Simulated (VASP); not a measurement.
Input of a VASP 6.6.1 run:

INCAR

```
SYSTEM = C
PREC = Accurate
ENCUT = 520
EDIFF = 1E-8
ISMEAR = 0
SIGMA = 0.01
LREAL = .FALSE.
LASPH = .TRUE.
NELM = 80
ALGO = Normal
ISIF = 2
LWAVE = .FALSE.
LCHARG = .FALSE.
GGA = PS
IBRION = 8
NSW = 1
```

KPOINTS

```
regular mesh
0
G
  12 12 12
  0 0 0
```

The input POSCAR:

```
C
1.0
    1.7583660182      1.7583660182      0.0000000000
   -1.7583660182      1.7583660182      0.0000000000
    0.0000000000      1.7583660182      1.7583660182
C
2
Direct
    0.5000000000      0.5000000000      0.0000000000
    0.7500000000      0.2500000000      0.5000000000
```

Potentials or basis: VASP PAW PBE potentials, release 64 (C).

Run with:

```bash
$ cat potpaw_PBE.64/C/POTCAR > POTCAR
$ mpirun -np 1 vasp_std > vasp.out
```

Q: Predict the highest phonon frequency at Γ.

A: 1351 cm⁻¹.

Phonon frequencies in cm⁻¹ (negative: imaginary):
```
              q point           frequencies
(0.000, 0.000, 0.000)  0 0 0 1351 1351 1351
```

Caveat: the cell wasn't relaxed at this level first, which shifts response properties.
